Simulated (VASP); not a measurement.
# CdSe (Fm-3m) in VASP: notebook

The runs below take CdSe through single point, relaxation of cell and atoms, with BLYP, r2SCAN, revPBE.

All numbers are computed with VASP 6.6.1; they aren't measurements. Logs are shortened: lines on timing, memory, paths and dates and some standing lists are left out, and cuts for length are marked.

**1. The cell of the first run**

It takes space group Fm-3m (No. 225, cubic). The conventional cell has a = 5.873 Å, b = 5.873 Å, c = 5.873 Å, α = 90.00°, β = 90.00°, γ = 90.00°. Cd (site symmetry m-3m) has 6 Se at 2.94 Å within 3.9 Å. Se (site symmetry m-3m) has 6 Cd at 2.94 Å within 3.9 Å.

**2. Single point, BLYP**

The input, INCAR:

```
PREC = Accurate
ENCUT = 520
EDIFF = 1E-6
ISMEAR = -1
SIGMA = 0.05
LREAL = F
LASPH = T
NELM = 80
ALGO = Normal
ISIF = 2
LWAVE = F
LCHARG = F
GGA = B5
ALDAX = 1.0
AGGAX = 1.0
AGGAC = 1.0
ALDAC = 0.0
NBANDS = 16
```

The input, KPOINTS:

```
Automatic mesh
0
Gamma
  8 8 8
```

The input, POSCAR:

```
CdSe
1.0
    0.0000000000      2.9365671131      2.9365671131
    2.9365671131      0.0000000000      2.9365671131
    2.9365671131      2.9365671131      0.0000000000
Cd Se
1 1
Direct
    0.0000000000      0.0000000000      0.0000000000
    0.5000000000      0.5000000000      0.5000000000
```

Potentials or basis: VASP PAW PBE potentials, release 64 (Cd, Se).

The run is started by

```bash
cat potpaw_PBE.64/Cd/POTCAR potpaw_PBE.64/Se/POTCAR > POTCAR
mpirun -np 1 vasp_std > vasp.out
```

OUTCAR:

```text
PREC = Accurate
   ENCUT = 520
   EDIFF = 1E-6
   ISMEAR = -1
   LREAL = F
   LASPH = T
   NELM = 80
   ISIF = 2
   GGA = B5

 ion  position               nearest neighbor table
   1  0.000  0.000  0.000-   2 2.94   2 2.94   2 2.94   2 2.94   2 2.94   2 2.94
   2  0.500  0.500  0.500-   1 2.94   1 2.94   1 2.94   1 2.94   1 2.94   1 2.94

  LATTYP: Found a face centered cubic cell.
 ALAT       =     5.8731342262

  Lattice vectors:

 A1 = (   0.0000000000,   2.9365671131,   2.9365671131)
 A2 = (   2.9365671131,   0.0000000000,   2.9365671131)
 A3 = (   2.9365671131,   2.9365671131,   0.0000000000)

Analysis of symmetry for initial positions (statically):
=====================================================================
 Subroutine PRICEL returns:
 Original cell was already a primitive cell.

 Routine SETGRP: Setting up the symmetry group for a
 face centered cubic supercell.

 Subroutine GETGRP returns: Found 48 space group operations
 (whereof 48 operations were pure point group operations)
 out of a pool of 48 trial point group operations.

The static configuration has the point symmetry O_h .

Analysis of symmetry for dynamics (positions and initial velocities):
=====================================================================
 Subroutine PRICEL returns:
 Original cell was already a primitive cell.

 Routine SETGRP: Setting up the symmetry group for a
 face centered cubic supercell.

 Subroutine GETGRP returns: Found 48 space group operations
 (whereof 48 operations were pure point group operations)
 out of a pool of 48 trial point group operations.

The dynamic configuration has the point symmetry O_h .

 Subroutine INISYM returns: Found 48 space group operations
 (whereof 48 operations are pure point group operations),
 and found     1 'primitive' translations

----------------------------------------------------------------------------------------

                                     Primitive cell

  volume of cell :      50.6465

  direct lattice vectors                    reciprocal lattice vectors
     0.000000000  2.936567113  2.936567113    -0.170266839  0.170266839  0.170266839
     2.936567113  0.000000000  2.936567113     0.170266839 -0.170266839  0.170266839
     2.936567113  2.936567113  0.000000000     0.170266839  0.170266839 -0.170266839

  length of vectors
     4.152933038  4.152933038  4.152933038     0.294910816  0.294910816  0.294910816

  position of ions in fractional coordinates (direct lattice)
     0.000000000  0.000000000  0.000000000
     0.500000000  0.500000000  0.500000000

  ion indices of the primitive-cell ions
   primitive index   ion index
                 1           1
                 2           2

----------------------------------------------------------------------------------------

 KPOINTS: Automatic mesh

Automatic generation of k-mesh.
 Grid dimensions read from file:
 generate k-points for:    8    8    8

 Generating k-lattice:

  Cartesian coordinates                     Fractional coordinates (reciprocal lattice)
    -0.021283355  0.021283355  0.021283355     0.125000000  0.000000000  0.000000000
     0.021283355 -0.021283355  0.021283355     0.000000000  0.125000000  0.000000000
     0.021283355  0.021283355 -0.021283355     0.000000000  0.000000000  0.125000000

  Length of vectors
     0.036863852  0.036863852  0.036863852

  Shift w.r.t. Gamma in fractional coordinates (k-lattice)
     0.000000000  0.000000000  0.000000000

 Subroutine IBZKPT returns following result:
 ===========================================

 Found     29 irreducible k-points:

 Following reciprocal coordinates:
            Coordinates               Weight
  0.000000  0.000000  0.000000      1.000000
  0.125000  0.000000  0.000000      8.000000
  0.250000  0.000000  0.000000      8.000000
  0.375000  0.000000  0.000000      8.000000
  0.500000  0.000000  0.000000      4.000000
  0.125000  0.125000  0.000000      6.000000
[... 16 lines left out ...]
  0.500000  0.250000  0.125000     48.000000
 -0.375000  0.250000  0.125000     24.000000
 [... further k-points ...]
   k-points           NKPTS =     29   k-points in BZ     NKDIM =     29   number of bands    NBANDS=     16
   number of dos      NEDOS =    301   number of ions     NIONS =      2
   total plane-waves  NPLWV =  32768
   dimension x,y,z NGX =    32 NGY =   32 NGZ =   32
   dimension x,y,z NGXF=    64 NGYF=   64 NGZF=   64
   ions per type =               1   1
   NGX,Y,Z   is equivalent  to a cutoff of  12.81, 12.81, 12.81 a.u.
   NGXF,Y,Z  is equivalent  to a cutoff of  25.62, 25.62, 25.62 a.u.
 SYSTEM =  unknown system
   PREC   = accura    normal or accurate (medium, high low for compatibility)
   ISTART =      0    job   : 0-new  1-cont  2-samecut
   ICHARG =      2    charge: 1-file 2-atom 10-const
   ISPIN  =      1    spin polarized calculation?
   LNONCOLLINEAR =      F non collinear calculations
   LSORBIT =      F    spin-orbit coupling
   LASPH  =      T    aspherical Exc in radial PAW
   ENCUT  =  520.0 eV  38.22 Ry    6.18 a.u.   7.72  7.72  7.72*2*pi/ulx,y,z
   NELM   =     80;   NELMIN=  2; NELMDL= -5     # of ELM steps
   EDIFF  = 0.1E-05   stopping-criterion for ELM
   LREAL  =      F    real-space projection
   EDIFFG = 0.1E-04   stopping-criterion for IOM
   NSW    =      0    number of steps for IOM
   IBRION =     -1    ionic relax: 0-MD 1-quasi-New 2-CG
   NFREE  =      0    steps in history (QN), initial steepest desc. (CG)
   ISIF   =      2    stress and relaxation
   ISYM   =      2    0-nonsym 1-usesym 2-fastsym
   POTIM  = 0.5000    time-step for ionic-motion
   TEBEG  =    0.0;   TEEND  =   0.0 temperature during run
   PSTRESS=    0.0 pullay stress
   NELECT =      18.0000    total number of electrons
   NUPDOWN=      -1.0000    fix difference up-down
   EMIN   =  10.00;   EMAX   =-10.00  energy-range for DOS
   EFERMI =   0.00;   METHOD = LEGACY
   ISMEAR =    -1;   SIGMA  =   0.05  broadening in eV -4-tet -1-fermi 0-gaus
   EFERMI_NEDOS =   21; number of points for ismear=-14 and -15
   IALGO  =     38    algorithm
   IMIX   =      4    mixing-type and parameters
     AMIX     =   0.40;   BMIX     =  1.00
     AMIX_MAG =   1.60;   BMIX_MAG =  1.00
  volume/ion in A,a.u.               =      25.32       170.89
[... 36 lines left out ...]
      3      -5.7707      2.00000
      4      -5.7560      2.00000
      5      -5.7560      2.00000
      6      -5.7560      2.00000
[... 8 lines left out ...]
     15      11.4655      0.00000
     16      11.4655      0.00000

 k-point     2 :       0.1250    0.0000    0.0000
  band No.  band energies     occupation
      1     -10.2995      2.00000
      2      -5.7948      2.00000
      3      -5.7948      2.00000
      4      -5.7616      2.00000
      5      -5.7416      2.00000
      6      -5.7416      2.00000
[... 8 lines left out ...]
     15      11.5291      0.00000
     16      11.6450      0.00000

 k-point     3 :       0.2500    0.0000    0.0000
  band No.  band energies     occupation
      1     -10.0544      2.00000
      2      -5.8554      2.00000
      3      -5.8554      2.00000
      4      -5.7821      2.00000
      5      -5.7033      2.00000
      6      -5.7033      2.00000
[... 8 lines left out ...]
     15      12.3849      0.00000
     16      12.3849      0.00000

 k-point     4 :       0.3750    0.0000    0.0000
  band No.  band energies     occupation
      1      -9.7751      2.00000
      2      -5.9148      2.00000
      3      -5.9148      2.00000
      4      -5.8187      2.00000
      5      -5.6643      2.00000
      6      -5.6643      2.00000
[... 8 lines left out ...]
     15      13.7481      0.00000
     16      13.7481      0.00000

 k-point     5 :       0.5000    0.0000    0.0000
  band No.  band energies     occupation
      1      -9.6461      2.00000
      2      -5.9391      2.00000
      3      -5.9391      2.00000
      4      -5.8419      2.00000
      5      -5.6480      2.00000
      6      -5.6480      2.00000
[... 8 lines left out ...]
     15      14.9055      0.00000
     16      14.9055      0.00000

 k-point     6 :       0.1250    0.1250    0.0000
  band No.  band energies     occupation
      1     -10.2730      2.00000
      2      -5.8214      2.00000
      3      -5.7674      2.00000
      4      -5.7618      2.00000
      5      -5.7393      2.00000
      6      -5.7393      2.00000
[... 8 lines left out ...]
     15      12.8811      0.00000
     16      12.8811      0.00000

 k-point     7 :       0.2500    0.1250    0.0000
  band No.  band energies     occupation
      1     -10.0916      2.00000
      2      -5.8573      2.00000
      3      -5.7918      2.00000
      4      -5.7781      2.00000
      5      -5.7152      2.00000
      6      -5.6996      2.00000
[... 8 lines left out ...]
     15      13.1672      0.00000
     16      13.3234      0.00000

 k-point     8 :       0.3750    0.1250    0.0000
  band No.  band energies     occupation
      1      -9.8391      2.00000
      2      -5.8745      2.00000
      3      -5.8532      2.00000
      4      -5.7952      2.00000
      5      -5.6798      2.00000
      6      -5.6589      2.00000
[... 8 lines left out ...]
     15      13.8379      0.00000
     16      14.4050      0.00000

 k-point     9 :       0.5000    0.1250    0.0000
  band No.  band energies     occupation
      1      -9.6649      2.00000
      2      -5.9067      2.00000
      3      -5.8657      2.00000
      4      -5.8169      2.00000
      5      -5.6482      2.00000
      6      -5.6439      2.00000
[... 8 lines left out ...]
     15      14.9302      0.00000
     16      15.0329      0.00000
[... 172 lines left out ...]
 k-point    19 :       0.5000    0.3750    0.0000
  band No.  band energies     occupation
      1      -9.7448      2.00000
      2      -5.8206      2.00000
      3      -5.7430      2.00000
      4      -5.6344      2.00000
      5      -5.6176      2.00000
      6      -5.3424      2.00000
[... 8 lines left out ...]
     15      16.1496      0.00000
     16      16.7278      0.00000

 k-point    20 :      -0.3750    0.3750    0.0000
  band No.  band energies     occupation
      1      -9.6823      2.00000
      2      -5.8076      2.00000
      3      -5.8015      2.00000
      4      -5.6713      2.00000
      5      -5.6269      2.00000
      6      -5.3827      2.00000
[... 8 lines left out ...]
     15      14.6621      0.00000
     16      16.4789      0.00000

 k-point    21 :       0.5000    0.5000    0.0000
  band No.  band energies     occupation
      1      -9.7595      2.00000
      2      -5.8342      2.00000
      3      -5.7101      2.00000
      4      -5.6078      2.00000
      5      -5.6078      2.00000
      6      -5.2201      2.00000
[... 8 lines left out ...]
     15      16.1545      0.00000
     16      16.8325      0.00000

 k-point    22 :       0.3750    0.2500    0.1250
  band No.  band energies     occupation
      1      -9.9196      2.00000
      2      -5.8518      2.00000
      3      -5.8078      2.00000
      4      -5.7825      2.00000
      5      -5.6908      2.00000
      6      -5.6568      2.00000
[... 8 lines left out ...]
     15      14.3636      0.00000
     16      14.7018      0.00000

 k-point    23 :       0.5000    0.2500    0.1250
  band No.  band energies     occupation
      1      -9.7366      2.00000
      2      -5.8706      2.00000
      3      -5.7956      2.00000
      4      -5.7765      2.00000
      5      -5.6582      2.00000
      6      -5.6108      2.00000
[... 8 lines left out ...]
     15      14.6700      0.00000
     16      15.2025      0.00000

 k-point    24 :      -0.3750    0.2500    0.1250
  band No.  band energies     occupation
      1      -9.6571      2.00000
      2      -5.8897      2.00000
      3      -5.7795      2.00000
      4      -5.7696      2.00000
      5      -5.6395      2.00000
      6      -5.5894      2.00000
[... 8 lines left out ...]
     15      13.2306      0.00000
     16      15.8383      0.00000

 [... further k-points ...]

------------------------ aborting loop because EDIFF is reached ----------------------------------------

  FORCE on cell =-STRESS in cart. coord.  units (eV):
  Direction    XX          YY          ZZ          XY          YZ          ZX
  --------------------------------------------------------------------------------------
  -------------------------------------------------------------------------------------
  Total        0.1079828      0.1079828      0.1079828      0.0000000      0.0000000      0.0000000
  in kB        3.4159811      3.4159811      3.4159811      0.0000000      0.0000000      0.0000000
  external PRESSURE =       3.4159811 kB  Pullay stress =       0.0000000 kB

 VOLUME and BASIS-vectors are now :
 -----------------------------------------------------------------------------
  energy-cutoff  :      520.00
  volume of cell :       50.65
      direct lattice vectors                 reciprocal lattice vectors
     0.000000000  2.936567113  2.936567113    -0.170266839  0.170266839  0.170266839
     2.936567113  0.000000000  2.936567113     0.170266839 -0.170266839  0.170266839
     2.936567113  2.936567113  0.000000000     0.170266839  0.170266839 -0.170266839

 POSITION                                       TOTAL-FORCE (eV/Angst)
 -----------------------------------------------------------------------------------
      0.00000      0.00000      0.00000         0.000000     -0.000000      0.000000
      2.93657      2.93657      2.93657        -0.000000      0.000000     -0.000000
 -----------------------------------------------------------------------------------
    total drift:                                0.000000     -0.000000     -0.000000

  FREE ENERGIE OF THE ION-ELECTRON SYSTEM (eV)
  ---------------------------------------------------
  free  energy   TOTEN  =        -4.1031850450 eV

  energy  without entropy=       -4.1000896988  energy(sigma->0) =       -4.10163737
```

Run time: 70 s. Hardware: 1 thread of AMD EPYC 7R13, shared host; peak memory 0.15 GiB.

Results:

```
Free energy            : -4.1032 eV
Pressure               : 0.3 GPa
Band gap on the k mesh : zero (band 9 reaches 2.11 eV, above the bottom of band 10 at 1.59 eV)
```

Levels at points of the mesh, in eV from the Fermi level:
```csv
k point,band 5,band 6,band 7,band 8,band 9,band 10,band 11,band 12,band 13,band 14
"(0.00, 0.00, 0.00)",-7.97,-7.97,-0.60,-0.60,-0.60,-0.26,8.74,8.74,8.74,9.25
"(0.50, 0.00, 0.00)",-7.86,-7.86,-4.67,-0.14,-0.14,3.17,5.19,5.23,5.23,11.28
"(0.50, 0.50, 0.00)",-7.82,-7.43,-3.66,-1.87,-1.87,-0.62,5.81,9.26,9.71,9.71
```

Caveat: the PAW data sets were made with another functional, which shifts forces and pressure a little.

**3. Single point, r2SCAN**

This run uses another cell than the first one, of 23.74 Å³/atom, 0.937 times its volume.

The input, POSCAR:

```
CdSe
1.0
    0.0000000000      2.8739580000      2.8739580000
    2.8739580000      0.0000000000      2.8739580000
    2.8739580000      2.8739580000      0.0000000000
Cd Se
1 1
Direct
    0.0000000000      0.0000000000      0.0000000000
    0.5000000000      0.5000000000      0.5000000000
```

The input, INCAR.step1:

```
SYSTEM = CdSe
  ALGO = Normal
  EDIFF = 1E-4
  ENCUT = 520
  GGA = PE
  ISMEAR = -1
  LASPH = .TRUE.
  LCHARG = .FALSE.
  LREAL = .FALSE.
  LWAVE = .TRUE.
  NBANDS = 16
  NELM = 100
  PREC = Accurate
  SIGMA = 0.05
```

The input, INCAR.step2:

```
SYSTEM = CdSe
  ALGO = Normal
  EDIFF = 1E-6
  ENCUT = 520
  ISIF = 2
  ISMEAR = -1
  ISTART = 1
  LASPH = .TRUE.
  LCHARG = .FALSE.
  LMIXTAU = .TRUE.
  LREAL = .FALSE.
  LWAVE = .FALSE.
  METAGGA = R2SCAN
  NBANDS = 16
  NELM = 100
  PREC = Accurate
  SIGMA = 0.05
```

The input, KPOINTS:

```
k-points
0
G
  8 8 8
  0 0 0
```

Potentials or basis: VASP PAW PBE potentials, release 64 (Cd, Se).

The run is started by

```bash
cat potpaw_PBE.64/Cd/POTCAR potpaw_PBE.64/Se/POTCAR > POTCAR
cp INCAR.step1 INCAR
mpirun -np 1 vasp_std > vasp.out
cp INCAR.step2 INCAR
mpirun -np 1 vasp_std > vasp.out
```

Wall time 3.1 min (1 thread of AMD EPYC 7R13, shared host); peak memory 0.15 GiB.

The run converged. Its results:

```
Free energy : -35.6971 eV
Pressure    : -1.8 GPa
```

Levels at points of the mesh, in eV from the Fermi level:
```tsv
k point	band 7	band 8	band 9	band 10	band 11	band 12
(0.00, 0.00, 0.00)	-0.71	-0.71	-0.71	0.59	9.06	9.06
(0.50, 0.00, 0.00)	-5.04	-0.16	-0.16	3.49	5.72	5.72
(0.50, 0.50, 0.00)	-4.21	-2.16	-2.16	-0.10	5.79	10.42
```

Caveat: the PAW data sets were made with another functional, which shifts forces and pressure a little.

**4. Relaxation of cell and atoms, revPBE**

This run uses another cell than the first one, of 23.74 Å³/atom, 0.937 times its volume.

The input, INCAR:

```
SYSTEM = CdSe
ALGO     = Normal         ! electronic algorithm
EDIFF    = 1E-7           ! SCF threshold, eV
EDIFFG   = -0.01          ! ionic threshold
ENCUT    = 600            ! plane-wave cutoff, eV
GGA      = RE             ! functional
IBRION   = 2              ! ionic algorithm
ISIF     = 3              ! what is computed and relaxed
ISMEAR   = -1             ! smearing method
LASPH    = .True.         ! aspherical terms in the spheres
LCHARG   = .False.        ! write CHGCAR
LREAL    = .False.        ! projectors in reciprocal space
LWAVE    = .False.        ! write WAVECAR
NELM     = 80             ! most SCF steps
NSW      = 60             ! ionic steps
PREC     = Accurate       ! precision mode
SIGMA    = 0.05           ! smearing width, eV
```

The input, KPOINTS:

```
k-points
0
Gamma
  8 8 8
  0 0 0
```

POSCAR is that of step 3.

The run is started by

```bash
cat potpaw_PBE.64/Cd/POTCAR potpaw_PBE.64/Se/POTCAR > POTCAR
mpirun -np 1 vasp_std > vasp.out
```

Run time: 73 s. Hardware: 1 thread of AMD EPYC 7R13, shared host; peak memory 0.17 GiB.

It converged, with:

```yaml
Free_energy: -4.5884 eV
Relaxed_volume: 24.39 Å³/atom
Relaxed_cell: a = 4.101 Å, b = 4.101 Å, c = 4.101 Å, α = 60.00°, β = 60.00°, γ = 60.00°
Space_group_after_relaxing_to_0.05_Å: Fm-3m (No. 225)
Energy_gained_by_relaxing: 3.1 meV/atom
Ionic_steps: 3
Pressure_after_relaxing: 0.0 GPa
Band_gap_on_the_k_mesh: zero (band 9 reaches 2.09 eV, above the bottom of band 10 at 1.74 eV)
```

Step by step:
```
step  energy change (eV)  largest force (eV/Å)  pressure (GPa)  volume (Å³)
   1              0.0000                0.0000            1.57        47.48
   2             -0.0059                0.0000           -0.33        49.09
   3             -0.0062                0.0000            0.00        48.78
```

Final structure:
```yaml
crystal:
  lattice:
    - [0.00000, 2.90012, 2.90012]
    - [2.90012, 0.00000, 2.90012]
    - [2.90012, 2.90012, 0.00000]
  atoms:
    - { symbol: Cd, position: [0.00000, 0.00000, 0.00000] }
    - { symbol: Se, position: [0.50000, 0.50000, 0.50000] }
```

Levels at points of the mesh, in eV from the Fermi level:
| k point | band 6 | band 7 | band 8 | band 9 | band 10 | band 11 | band 12 | band 13 |
| --- | --- | --- | --- | --- | --- | --- | --- | --- |
| (0.00, 0.00, 0.00) | -7.96 | -0.65 | -0.65 | -0.65 | -0.02 | 8.55 | 8.55 | 8.55 |
| (0.50, 0.00, 0.00) | -7.84 | -4.85 | -0.14 | -0.14 | 3.03 | 5.24 | 5.24 | 5.68 |
| (0.50, 0.50, 0.00) | -7.35 | -3.97 | -2.02 | -2.02 | -0.46 | 5.46 | 9.50 | 10.09 |

Caveat: the PAW data sets were made with another functional, which shifts forces and pressure a little.

**5. Overview**

```csv
task,level,cell,cutoff (eV),gap on the mesh (eV),pressure (GPa)
single point,BLYP,"a = 4.153 Å, angles 60.0°, 2 atoms",520,none,0.3
single point,r2SCAN,"a = 4.064 Å, angles 60.0°, 2 atoms",520,-,-1.8
relaxation of cell and atoms,revPBE,"relaxed from a = 4.064 Å, angles 60.0°, 2 atoms",600,none,0.0
```

Alike in all rows: potentials or basis VASP PAW PBE potentials, release 64 (Cd, Se); no spin polarisation; k mesh 8 × 8 × 8; smearing fermi-dirac 0.05 eV.

Caveats: the PAW data sets were made with another functional, which shifts forces and pressure a little.

Absolute energies hang on the potentials; compare differences alone.
